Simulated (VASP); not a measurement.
Here is a VASP 6.6.1 calculation.

The input POSCAR:

```
Ti
1.0
    0.0000000000      2.1924000000      1.9488000000
    2.1924000000      0.0000000000      1.9488000000
    2.1924000000      2.1924000000      0.0000000000
Ti
1
Direct
    0.0000000000      0.0000000000      0.0000000000
```

The input INCAR.step1:

```
SYSTEM = Ti
PREC     = Accurate       ! precision mode
ENCUT    = 520            ! plane-wave cutoff, eV
ISMEAR   = 0              ! smearing method
SIGMA    = 0.15           ! smearing width, eV
LREAL    = .FALSE.        ! projectors in reciprocal space
LASPH    = .TRUE.         ! aspherical terms in the spheres
NELM     = 80             ! most SCF steps
NBANDS   = 12             ! bands
GGA      = PE             ! functional
ALGO     = Normal         ! electronic algorithm
EDIFF    = 1E-4           ! SCF threshold, eV
LWAVE    = .TRUE.         ! write WAVECAR
LCHARG   = .FALSE.        ! write CHGCAR
```

File INCAR.step2:

```
SYSTEM = Ti
PREC     = Accurate       ! precision mode
ENCUT    = 520            ! plane-wave cutoff, eV
EDIFF    = 1E-7           ! SCF threshold, eV
ISMEAR   = 0              ! smearing method
SIGMA    = 0.15           ! smearing width, eV
LREAL    = .FALSE.        ! projectors in reciprocal space
LASPH    = .TRUE.         ! aspherical terms in the spheres
NELM     = 80             ! most SCF steps
ALGO     = Normal         ! electronic algorithm
ISIF     = 2              ! what is computed and relaxed
LWAVE    = .FALSE.        ! write WAVECAR
LCHARG   = .FALSE.        ! write CHGCAR
METAGGA  = R2SCAN         ! meta-GGA
LMIXTAU  = .TRUE.       
NBANDS   = 12             ! bands
ISTART   = 1
```

Contents of KPOINTS:

```
regular mesh
0
G
  20 20 20
  0 0 0
```

Potentials or basis: VASP PAW PBE potentials, release 64 (Ti_sv).

The run is started by

```console
$ cat potpaw_PBE.64/Ti_sv/POTCAR > POTCAR
$ cp INCAR.step1 INCAR
$ mpirun -np 1 vasp_std > vasp.out
$ cp INCAR.step2 INCAR
$ mpirun -np 1 vasp_std > vasp.out
```

(1) Estimate the band gap on the k mesh.

(2) Estimate the pressure.

## Answers

(1) zero (bands 6 and 7 overlap by 1.42 eV).

(2) -7.3 GPa.

Caveat: the cell differs from its parent crystal (strain +0.080 along x and y, -0.040 along z); the cell stands under tension; the PAW data sets were made with another functional, which shifts forces and pressure a little.
